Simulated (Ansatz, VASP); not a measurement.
# MgO in VASP and in Ansatz

```
Mg O
1.0
     0.51240    2.38703    2.38703
     2.38703    0.51240    2.38703
     2.38703    2.38703    0.51240
Mg O
1 1
Direct
  0.00000 0.00000 0.00000
  0.50000 0.50000 0.50000
```

Alike in both runs: task single point; functional r2SCAN; k mesh 10 × 10 × 10; occupations gaussian, width 0.05 eV; no spin polarisation.

|  | VASP | Ansatz |
| --- | --- | --- |
| version | VASP 6.6.1 | Ansatz 0.2.0 |
| potentials or method | VASP PAW PBE potentials, release 64 (Mg, O), cutoff 520 eV | scalar-relativistic, plane waves, PAW |
| valence electrons in the cell | 8 | 16 |

Ansatz gave:

* gap on the k mesh at the Fermi level (eV): 1.21
* least direct gap on the mesh (eV): 1.21
* pressure (GPa): 4.5
* traceless stress, the component that is largest in VASP (GPa): -51.18

Estimate VASP's values.

gap on the k mesh at the Fermi level (eV): 1.17; least direct gap on the mesh (eV): 1.17; pressure (GPa): 3.6; traceless stress, the component that is largest in VASP (GPa): -51.47.

VASP's potentials were made for PBE, not for r2SCAN. VASP's potentials hold 8 valence electrons a cell and Ansatz's 16, so a difference there can come from the potentials and not from the codes.
